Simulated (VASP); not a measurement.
# SiC (Moissanite) (P6_3mc) in VASP: notebook, part 2 of 2

VASP 6.6.1. Earlier steps stand in the parts before.

## 4. Single point, PBEsol+D3(BJ)

This run uses another cell than the first one, of 10.55 Å³/atom, 1.041 times its volume.

The input, INCAR:

```
ALGO     = Normal         # electronic algorithm
EDIFF    = 1E-6           # SCF threshold, eV
ENCUT    = 520            # plane-wave cutoff, eV
GGA      = PS             # functional
ISIF     = 2              # what is computed and relaxed
ISMEAR   = -1             # smearing method
IVDW     = 12             # dispersion correction
LASPH    = True           # aspherical terms in the spheres
LCHARG   = False          # write CHGCAR
LREAL    = False          # projectors in reciprocal space
LWAVE    = False          # write WAVECAR
NBANDS   = 16             # bands
NELM     = 100            # most SCF steps
PREC     = Accurate       # precision mode
SIGMA    = 0.05           # smearing width, eV
```

The input, KPOINTS:

```
k-points
0
Gamma
  10 10 5
```

The input, POSCAR:

```
SiC
1.0
    3.0963714546      0.0000000000      0.0000000000
   -1.5481857273      2.6815363392      0.0000000000
    0.0000000000      0.0000000000      5.0814314379
Si C
2 2
Direct
    0.6666666667      0.3333333333      0.5000000000
    0.3333333333      0.6666666667      0.0000000000
    0.6666666667      0.3333333333      0.8850000000
    0.3333333333      0.6666666667      0.3850000000
```

Run with:

```console
$ cat potpaw_PBE.64/Si/POTCAR potpaw_PBE.64/C/POTCAR > POTCAR
$ mpirun -np 1 vasp_std > vasp.out
```

Run time: 26 s. Hardware: 1 thread of Intel Xeon Platinum 8259CL at 2.50GHz (Skylake/Cascade Lake), shared host; peak memory 0.18 GiB.

Results (log left out):

```yaml
Free_energy: -32.7273 eV
Pressure: -7.3 GPa
Largest_force: 0.720 eV/Å
Band_gap_on_the_k_mesh: 2.35 eV, indirect (least direct gap 3.92 eV)
Dispersion_energy_per_atom: -0.237 eV
```

Forces in eV/Å, atoms in the order of the input:
```
Si   0.000  0.000  0.720
Si   0.000  0.000  0.720
C    0.000  0.000 -0.720
C    0.000  0.000 -0.720
```

Stress tensor (GPa, compression positive):
```
 -5.91   0.00   0.00
  0.00  -5.91   0.00
  0.00   0.00 -10.07
```

Levels at points of the mesh, in eV from the valence-band top:
```
           k point  band 5  band 6  band 7  band 8  band 9  band 10  band 11  band 12
(0.00, 0.00, 0.00)   -1.55   -0.27   -0.27    0.00    4.40     5.77     6.32     6.32
(0.50, 0.00, 0.00)   -5.40   -3.52   -3.26   -1.48    2.43     4.07     6.51     7.05
```

Caveat: the PAW data sets were made with another functional, which shifts forces and pressure a little. As with any semilocal functional, this PBEsol gap is likely too small.

## 5. Single point, revPBE

This run uses another cell than the first one, of 10.55 Å³/atom, 1.041 times its volume.

The input, INCAR:

```
SYSTEM = SiC
PREC = Accurate
ENCUT = 520
EDIFF = 1E-6
ISMEAR = -1
SIGMA = 0.05
LREAL = .FALSE.
LASPH = .TRUE.
NELM = 100
ALGO = Normal
ISIF = 2
LWAVE = .FALSE.
LCHARG = .FALSE.
GGA = RE
NBANDS = 16
```

The input, KPOINTS:

```
regular mesh
0
G
  10 10 5
  0 0 0
```

POSCAR is that of step 4.

Potentials or basis: VASP PAW PBE potentials, release 64 (Si, C).

Run with:

```console
$ cat potpaw_PBE.64/Si/POTCAR potpaw_PBE.64/C/POTCAR > POTCAR
$ mpirun -np 1 vasp_std > vasp.out
```

OUTCAR:

```text
SYSTEM = SiC
   PREC = Accurate
   ENCUT = 520
   EDIFF = 1E-6
   ISMEAR = -1
   LREAL = .FALSE.
   LASPH = .TRUE.
   NELM = 100
   ISIF = 2
   GGA = RE

 ion  position               nearest neighbor table
   1  0.667  0.333  0.500-   4 1.88   4 1.88   4 1.88   3 1.96   2 3.11   2 3.11   2 3.11   2 3.11
                             2 3.11   2 3.11
   2  0.333  0.667  0.000-   3 1.88   3 1.88   3 1.88   4 1.96   1 3.11   1 3.11   1 3.11   1 3.11
                             1 3.11   1 3.11
   3  0.667  0.333  0.885-   2 1.88   2 1.88   2 1.88   1 1.96
   4  0.333  0.667  0.385-   1 1.88   1 1.88   1 1.88   2 1.96
[... 660 lines left out ...]
  --------------------------------------------------------------------------------------
  -------------------------------------------------------------------------------------
  Total        0.7363344      0.7363344     -0.3995534      0.0000000      0.0000000      0.0000000
  in kB       27.9616532     27.9616532    -15.1726904      0.0000000      0.0000000      0.0000000
  external PRESSURE =      13.5835387 kB  Pullay stress =       0.0000000 kB

 VOLUME and BASIS-vectors are now :
 -----------------------------------------------------------------------------
  energy-cutoff  :      520.00
  volume of cell :       42.19
      direct lattice vectors                 reciprocal lattice vectors
     3.096371455  0.000000000  0.000000000     0.322958668  0.186460274  0.000000000
    -1.548185727  2.681536339  0.000000000     0.000000000  0.372920548  0.000000000
     0.000000000  0.000000000  5.081431438     0.000000000  0.000000000  0.196794941

 POSITION                                       TOTAL-FORCE (eV/Angst)
 -----------------------------------------------------------------------------------
      1.54819      0.89385      2.54072         0.000000      0.000000      0.727116
     -0.00000      1.78769      0.00000        -0.000000     -0.000000      0.727116
      1.54819      0.89385      4.49707        -0.000000     -0.000000     -0.727116
     -0.00000      1.78769      1.95635         0.000000      0.000000     -0.727116
 -----------------------------------------------------------------------------------
    total drift:                               -0.000000      0.000000      0.000271

  FREE ENERGIE OF THE ION-ELECTRON SYSTEM (eV)
  ---------------------------------------------------
  free  energy   TOTEN  =       -28.8548536454 eV

  energy  without entropy=      -28.8548536454  energy(sigma->0) =      -28.85485365
```

OSZICAR:

```text
N       E                     dE             d eps       ncg     rms          rms(c)
DAV:   1     0.256486443906E+02    0.25649E+02   -0.71499E+03  1344   0.897E+02
DAV:   2    -0.298863212327E+02   -0.55535E+02   -0.51175E+02  1912   0.155E+02
DAV:   3    -0.323507909792E+02   -0.24645E+01   -0.24561E+01  1784   0.303E+01
DAV:   4    -0.323691541050E+02   -0.18363E-01   -0.18360E-01  1680   0.320E+00
DAV:   5    -0.323693370348E+02   -0.18293E-03   -0.18292E-03  1744   0.303E-01    0.128E+01
DAV:   6    -0.289211163054E+02    0.34482E+01   -0.61229E+00  1720   0.151E+01    0.598E+00
DAV:   7    -0.288635023717E+02    0.57614E-01   -0.10866E+00  1872   0.605E+00    0.256E+00
DAV:   8    -0.288544808363E+02    0.90215E-02   -0.44098E-02  1480   0.137E+00    0.639E-01
DAV:   9    -0.288542994759E+02    0.18136E-03   -0.80457E-03  1760   0.615E-01    0.136E-01
DAV:  10    -0.288548124215E+02   -0.51295E-03   -0.12023E-03  1616   0.203E-01    0.592E-02
DAV:  11    -0.288548507816E+02   -0.38360E-04   -0.14655E-04  1608   0.841E-02    0.996E-03
DAV:  12    -0.288548527533E+02   -0.19716E-05   -0.97552E-06  1816   0.200E-02    0.366E-03
DAV:  13    -0.288548536454E+02   -0.89218E-06   -0.10338E-06  1440   0.672E-03
   1 F= -.28854854E+02 E0= -.28854854E+02  d E =-.194477E-10
```

stdout:

```text
POSCAR found type information on POSCAR SiC
 POSCAR found :  2 types and       4 ions
 scaLAPACK will be used
 -----------------------------------------------------------------------------
|                                                                             |
|                                                                             |
|     You enforced a specific xc type in the INCAR file but a different       |
|     I HOPE YOU KNOW WHAT YOU ARE DOING!                                     |
|                                                                             |
 -----------------------------------------------------------------------------

 LDA part: xc-table for (Slater+PW92), standard interpolation
 POSCAR, INCAR and KPOINTS ok, starting setup
 FFT: planning ... GRIDC
 FFT: planning ... GRID_SOFT
 FFT: planning ... GRID
 WAVECAR not read
 entering main loop
```

It took 28 s on 1 thread of Intel Xeon Platinum 8259CL at 2.50GHz (Skylake/Cascade Lake), shared host; peak memory 0.16 GiB.

Results:

```
Free energy            : -28.8549 eV
Pressure               : 1.4 GPa
Largest force          : 0.727 eV/Å
Band gap on the k mesh : 2.54 eV, indirect (least direct gap 4.06 eV)
```

Forces on the atoms (eV/Å):
```
Si   0.000  0.000  0.727
Si   0.000  0.000  0.727
C    0.000  0.000 -0.727
C    0.000  0.000 -0.727
```

Caveat: the PAW data sets were made with another functional, which shifts forces and pressure a little.

## 6. Single point, PBEsol+D3(BJ)

This run uses another cell than the first one, of 10.75 Å³/atom, 1.061 times its volume.

The input, INCAR:

```
SYSTEM = SiC
PREC = Accurate
ENCUT = 520
EDIFF = 1E-6
ISMEAR = -1
SIGMA = 0.05
LREAL = .False.
LASPH = .True.
NELM = 80
ALGO = Normal
ISIF = 2
LWAVE = .False.
LCHARG = .True.
GGA = PS
IVDW = 12
LELF = .True.
LVHAR = .True.
NBANDS = 16
```

The input, KPOINTS:

```
regular mesh
0
Gamma
  10 10 5
  0 0 0
```

The input, POSCAR:

```
SiC
1.0
    3.1164783262      0.0000000000      0.0000000000
   -1.5582391631      2.6989494007      0.0000000000
    0.0000000000      0.0000000000      5.1144286705
Si C
2 2
Direct
    0.6666666667      0.3333333333      0.5000000000
    0.3333333333      0.6666666667      0.0000000000
    0.6666666667      0.3333333333      0.8850000000
    0.3333333333      0.6666666667      0.3850000000
```

Potentials or basis: VASP PAW PBE potentials, release 64 (Si, C).

Run with:

```console
$ cat potpaw_PBE.64/Si/POTCAR potpaw_PBE.64/C/POTCAR > POTCAR
$ mpirun -np 1 vasp_std > vasp.out
```

Wall time 37 s (1 thread of Intel Xeon Platinum 8259CL at 2.50GHz (Skylake/Cascade Lake), shared host); peak memory 0.17 GiB.

It converged, with:

```yaml
Free_energy: -32.6800 eV
Pressure: -11.0 GPa
Largest_force: 0.690 eV/Å
Band_gap_on_the_k_mesh: 2.38 eV, indirect (least direct gap 3.88 eV)
Dispersion_energy_per_atom: -0.233 eV
```

Forces in eV/Å, atoms in the order of the input:
```
Si   0.000  0.000  0.690
Si   0.000  0.000  0.690
C    0.000  0.000 -0.690
C    0.000  0.000 -0.690
```

Stress tensor (GPa, compression positive):
```
 -9.88   0.00   0.00
  0.00  -9.88   0.00
  0.00   0.00 -13.31
```

Levels at points of the mesh, in eV from the valence-band top:
| k point | band 6 | band 7 | band 8 | band 9 | band 10 | band 11 |
| --- | --- | --- | --- | --- | --- | --- |
| (0.00, 0.00, 0.00) | -0.27 | -0.27 | 0.00 | 4.23 | 5.56 | 6.21 |
| (0.50, 0.00, 0.00) | -3.48 | -3.20 | -1.48 | 2.40 | 4.05 | 6.36 |

Caveat: the PAW data sets were made with another functional, which shifts forces and pressure a little.

## 7. The runs side by side

```tsv
level	cell	gap on the mesh (eV)	pressure (GPa)	largest force (eV/Å)
revPBE	a = 3.055, b = 3.055, c = 5.014 Å, angles 90.0, 90.0, 120.0°, 4 atoms	2.47	10.6	0.79
PBEsol+D3(BJ)	a = 3.076, b = 3.076, c = 5.048 Å, angles 90.0, 90.0, 120.0°, 4 atoms	2.32	-3.2	0.75
PBEsol+D3(BJ)	a = 3.096, b = 3.096, c = 5.081 Å, angles 90.0, 90.0, 120.0°, 4 atoms	2.35	-7.3	0.72
revPBE	a = 3.096, b = 3.096, c = 5.081 Å, angles 90.0, 90.0, 120.0°, 4 atoms	2.54	1.4	0.73
PBEsol+D3(BJ)	a = 3.116, b = 3.116, c = 5.114 Å, angles 90.0, 90.0, 120.0°, 4 atoms	2.38	-11.0	0.69
```

Alike in all rows: task single point; potentials or basis VASP PAW PBE potentials, release 64 (Si, C); no spin polarisation; k mesh 10 × 10 × 5; cutoff (eV) 520; smearing fermi-dirac 0.05 eV.

Caveats: the PAW data sets were made with another functional, which shifts forces and pressure a little.

Total energies depend on the potentials used, so only differences within one code and one set of settings carry meaning.
